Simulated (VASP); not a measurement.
Runs of VASP 6.6.1 on Si. The structure is that of space group P6_3/mmc (No. 194), or close to it. The cells are those of the table. This isn't the form of Si at room conditions, which is diamond.

| task | cell | k mesh | cutoff (eV) | gap on the mesh (eV) | pressure (GPa) |
| --- | --- | --- | --- | --- | --- |
| single point | a = 2.519, b = 2.519, c = 4.264 Å, angles 90.0, 90.0, 120.0°, 2 atoms | 20 × 20 × 10 | 520 | none | 25.0 |
| single point | a = 2.594, b = 2.594, c = 4.406 Å, angles 90.0, 90.0, 120.0°, 2 atoms | 20 × 20 × 10 | 520 | none | 9.7 |
| relaxation of shape and atoms at fixed volume | relaxed from a = 2.518, b = 2.518, c = 4.267 Å, angles 90.0, 90.0, 120.0°, 2 atoms | 20 × 20 × 10 | 600 | none | 25.0 |
| single point | a = 2.393, b = 2.393, c = 4.050 Å, angles 90.0, 90.0, 120.0°, 2 atoms | 22 × 22 × 12 | 520 | none | (a) |
| single point | a = 2.303, b = 2.303, c = 3.886 Å, angles 90.0, 90.0, 120.0°, 2 atoms | 22 × 22 × 12 | 520 | none | 119.2 |
| single point | a = 2.697, b = 2.697, c = 4.606 Å, angles 90.0, 90.0, 120.0°, 2 atoms | 20 × 20 × 10 | 520 | none | (b) |
| single point | a = 2.629, b = 2.629, c = 4.473 Å, angles 90.0, 90.0, 120.0°, 2 atoms | 20 × 20 × 10 | 520 | none | 4.5 |
| single point | a = 2.350, b = 2.350, c = 3.967 Å, angles 90.0, 90.0, 120.0°, 2 atoms | 22 × 22 × 12 | 520 | none | 90.1 |
| relaxation of shape and atoms at fixed volume | relaxed from a = 2.303, b = 2.303, c = 3.888 Å, angles 90.0, 90.0, 120.0°, 2 atoms | 22 × 22 × 12 | 600 | none | 119.2 |
| single point | a = 2.479, b = 2.479, c = 4.195 Å, angles 90.0, 90.0, 120.0°, 2 atoms | 20 × 20 × 10 | 520 | none | 36.1 |
| single point | a = 2.440, b = 2.440, c = 4.113 Å, angles 90.0, 90.0, 120.0°, 2 atoms | 20 × 20 × 12 | 520 | none | 49.9 |
| relaxation of shape and atoms at fixed volume | relaxed from a = 2.478, b = 2.478, c = 4.196 Å, angles 90.0, 90.0, 120.0°, 2 atoms | 20 × 20 × 10 | 600 | none | 36.1 |

Alike in all rows: level PBEsol; potentials or basis VASP PAW PBE potentials, release 64 (Si); no spin polarisation; smearing gaussian 0.05 eV.

Estimate the missing entries.

(a) 67.6; (b) -3.2.

Caveats: the PAW data sets were made with another functional, which shifts forces and pressure a little; the cell stands under pressure (at least some runs); the cell stands under tension (at least some runs).

A gap of «none» marks levels without a gap at the run's occupations.
